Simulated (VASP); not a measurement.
# GaN (Cm) in VASP: a series of runs, part 2 of 2

VASP 6.6.1. Earlier steps stand in the parts before.

## 3. Single point, r2SCAN

The input, POSCAR:

```
GaN
1.0
    3.1799996605      0.0000000000      0.0000000000
   -1.5899998303      2.7539604900      0.0000000000
    0.0000000000      0.0000000000      5.1660000000
Ga N
2 2
Direct
    0.3648888292      0.6824444146      0.0236666219
    0.6982221625      0.3491110813      0.5236666219
    0.3333333333      0.6666666667      0.3750000000
    0.6666666667      0.3333333333      0.8750000000
```

The input, INCAR.step1:

```
  PREC = Accurate
  ENCUT = 520
  ISMEAR = 0
  SIGMA = 0.05
  LREAL = False
  LASPH = True
  NELM = 60
  NBANDS = 26
  GGA = PE
  ALGO = Normal
  EDIFF = 1E-4
  LWAVE = True
  LCHARG = False
```

The input, INCAR.step2:

```
  PREC = Accurate
  ENCUT = 520
  EDIFF = 1E-6
  ISMEAR = 0
  SIGMA = 0.05
  LREAL = False
  LASPH = True
  NELM = 60
  ALGO = Normal
  ISIF = 2
  LWAVE = False
  LCHARG = True
  METAGGA = R2SCAN
  LMIXTAU = True
  LELF = True
  LVHAR = True
  NBANDS = 26
  ISTART = 1
```

The input, KPOINTS:

```
regular mesh
0
Gamma
  12 12 6
```

Potentials or basis: VASP PAW PBE potentials, release 64 (Ga_d, N).

On the command line:

```console
cat potpaw_PBE.64/Ga_d/POTCAR potpaw_PBE.64/N/POTCAR > POTCAR
cp INCAR.step1 INCAR
mpirun -np 1 vasp_std > vasp.out
cp INCAR.step2 INCAR
mpirun -np 1 vasp_std > vasp.out
```

OUTCAR:

```text
PREC = Accurate
   ENCUT = 520
   EDIFF = 1E-6
   ISMEAR = 0
   LREAL = False
   LASPH = True
   NELM = 60
   ISIF = 2
   METAGGA = R2SCAN
   ISTART = 1

 ion  position               nearest neighbor table
   1  0.365  0.682  0.024-   3 1.82   4 1.95   4 1.95   4 2.07
   2  0.698  0.349  0.524-   4 1.82   3 1.91   3 2.03   3 2.03
   3  0.333  0.667  0.375-   1 1.82   2 1.91   2 2.03   2 2.03
   4  0.667  0.333  0.875-   2 1.82   1 1.95   1 1.95   1 2.07

  LATTYP: Found a hexagonal cell.
 ALAT       =     3.1799996605
 C/A-ratio  =     1.6245284753

  Lattice vectors:

 A1 = (   3.1799996605,   0.0000000000,   0.0000000000)
 A2 = (  -1.5899998303,   2.7539604900,   0.0000000000)
 A3 = (   0.0000000000,   0.0000000000,   5.1660000000)

Analysis of symmetry for initial positions (statically):
=====================================================================
 Subroutine PRICEL returns:
 Original cell was already a primitive cell.

 Routine SETGRP: Setting up the symmetry group for a
 hexagonal supercell.

 Subroutine GETGRP returns: Found  2 space group operations
 (whereof  2 operations were pure point group operations)
 out of a pool of 24 trial point group operations.

The static configuration has the point symmetry C_1h.

Analysis of symmetry for dynamics (positions and initial velocities):
=====================================================================
 Subroutine PRICEL returns:
 Original cell was already a primitive cell.

 Routine SETGRP: Setting up the symmetry group for a
 hexagonal supercell.

 Subroutine GETGRP returns: Found  2 space group operations
 (whereof  2 operations were pure point group operations)
 out of a pool of 24 trial point group operations.

The dynamic configuration has the point symmetry C_1h.

 Subroutine INISYM returns: Found  2 space group operations
 (whereof  2 operations are pure point group operations),
[... 116 lines left out ...]
   EFERMI_NEDOS =   21; number of points for ismear=-14 and -15
   IALGO  =     38    algorithm
   IMIX   =      4    mixing-type and parameters
     AMIX     =   0.40;   BMIX     =  1.00
     AMIX_MAG =   1.60;   BMIX_MAG =  1.00
  volume/ion in A,a.u.               =      11.31        76.33
  Fermi-wavevector in a.u.,A,eV,Ry     =   1.517036  2.866783 31.312431  2.301399
  Thomas-Fermi vector in A             =   2.626346
   LORBIT       =      0    0 simple, 1 ext, 2 COOP (PROOUT), +10 PAW based schemes
   METAGGA = R2SCAN    functional components
   LHFCALC =     F    Hartree Fock is set to
   AEXX    =    0.0000 exact exchange contribution
   IVDW    =     0    specifies the selected vdW correction
   LEPSILON=     F    determine dielectric tensor
   LRPA    =     F    only Hartree local field effects (RPA)
 non-spin polarized calculation
 Gauss-broadening in eV      SIGMA  =   0.05
  energy-cutoff  :      520.00
  volume of cell :       45.24
 maximum number of plane-waves:      1236
   NGX = 11   NGY = 11   NGZ = 19

 number of electron      36.0000003 magnetization

 Free energy of the ion-electron system (eV)
  ---------------------------------------------------
  ext. energy  EPLUGINS =         0.00000000
  ---------------------------------------------------
  free energy    TOTEN  =       -43.46835493 eV

  energy without entropy =      -43.46835493  energy(sigma->0) =      -43.46835493

 E-fermi :   5.5851     XC(G=0): -12.6925

 val. band max:        5.3220297312   @ k =   0.0000   0.0000   0.0000
 cond. band min:       7.5233364608   @ k =   0.0000   0.0000   0.0000
 fundamental gap:      2.2013067296
 Fermi energy:         5.5851223184

 k-point     1 :       0.0000    0.0000    0.0000
  band No.  band energies     occupation
      1     -11.7843      2.00000
      2     -10.6874      2.00000
      3      -8.7592      2.00000
      4      -8.6730      2.00000
      5      -8.6455      2.00000
      6      -8.5961      2.00000
[... 685 lines left out ...]
     25      17.8677      0.00000
     26      19.6209      0.00000

 [... further k-points ...]

------------------------ aborting loop because EDIFF is reached ----------------------------------------

  FORCE on cell =-STRESS in cart. coord.  units (eV):
  Direction    XX          YY          ZZ          XY          YZ          ZX
  --------------------------------------------------------------------------------------
  -------------------------------------------------------------------------------------
  Total       -0.5380066     -0.6547154      5.3662306      0.1010728     -0.5415173     -0.9380053
  in kB      -19.0528080    -23.1859006    190.0381232      3.5793632    -19.1771357    -33.2182441
  external PRESSURE =      49.2664715 kB  Pullay stress =       0.0000000 kB

 VOLUME and BASIS-vectors are now :
 -----------------------------------------------------------------------------
  energy-cutoff  :      520.00
  volume of cell :       45.24
      direct lattice vectors                 reciprocal lattice vectors
     3.179999661  0.000000000  0.000000000     0.314465442  0.181556708  0.000000000
    -1.589999830  2.753960490  0.000000000     0.000000000  0.363113416  0.000000000
     0.000000000  0.000000000  5.166000000     0.000000000  0.000000000  0.193573364

 POSITION                                       TOTAL-FORCE (eV/Angst)
 -----------------------------------------------------------------------------------
      0.07526      1.87942      0.12226        -0.579235     -0.334422     -2.229543
      1.66526      0.96144      2.70526        -0.796219     -0.459697     -2.204483
     -0.00000      1.83597      1.93725         0.802076      0.463079      2.206297
      1.59000      0.91799      4.52025         0.573378      0.331040      2.227728
 -----------------------------------------------------------------------------------
    total drift:                               -0.013355     -0.007710     -0.016761

  FREE ENERGIE OF THE ION-ELECTRON SYSTEM (eV)
  ---------------------------------------------------
  free  energy   TOTEN  =       -43.4683549277 eV

  energy  without entropy=      -43.4683549277  energy(sigma->0) =      -43.46835493
```

Run time: 18 min. Hardware: 1 thread of Oxide Virtual Turin-like, shared host; peak memory 0.31 GiB.

What came out:

| Quantity | Value |
| --- | --- |
| Free energy | -43.4684 eV |
| Pressure | 4.9 GPa |
| Largest force | 2.393 eV/Å |
| Band gap on the k mesh | 2.20 eV, direct |

Forces on the atoms (eV/Å):
```
Ga  -0.579 -0.334 -2.230
Ga  -0.796 -0.460 -2.204
N    0.802  0.463  2.206
N    0.573  0.331  2.228
```

Stress tensor (GPa, compression positive):
```
-1.91  0.36 -3.32
 0.36 -2.32 -1.92
-3.32 -1.92 19.00
```

Caveat: the cell differs from its parent crystal (all Ga atoms moved -0.150 Å, as atom 1 towards its neighbour atom 2 (Ga) at 3.169 Å); the PAW data sets were made with another functional, which shifts forces and pressure a little.
